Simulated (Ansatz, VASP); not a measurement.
**Two plane-wave programs on H**

```
H
1.0
     3.51856    0.00000    0.00000
    -1.75928    3.04716    0.00000
     0.00000    0.00000    6.01127
H
4
Direct
  0.33333 0.66667 0.17650
  0.66667 0.33333 0.67650
  0.66667 0.33333 0.82350
  0.33333 0.66667 0.32350
```

Alike in both runs: task single point; functional PBE; k mesh 9 × 9 × 6; occupations gaussian, width 0.05 eV; no spin polarisation.

```csv
,VASP,Ansatz
version,VASP 6.6.1,Ansatz 0.2.0
potentials or method,"VASP PAW PBE potentials, release 64 (H), cutoff 520 eV","scalar-relativistic, plane waves, PAW"
valence electrons in the cell,4,4
```

|  | VASP | Ansatz | Ansatz less VASP |
| --- | --- | --- | --- |
| gap on the k mesh at the Fermi level (eV) | 7.11 | 7.11 | -0.001 |
| least direct gap on the mesh (eV) | 7.35 | 7.35 | -0.001 |
| pressure (GPa) | -4.6 | -4.5 | +0.11 |
| traceless stress, the component that is largest in VASP (GPa) | -9.15 | -9.17 | -0.024 |
| rms of the force components (eV/Å) | 1.776 | 1.778 | +0.0017 |

Atom by atom the forces differ by 0.002 eV/Å (rms over components).
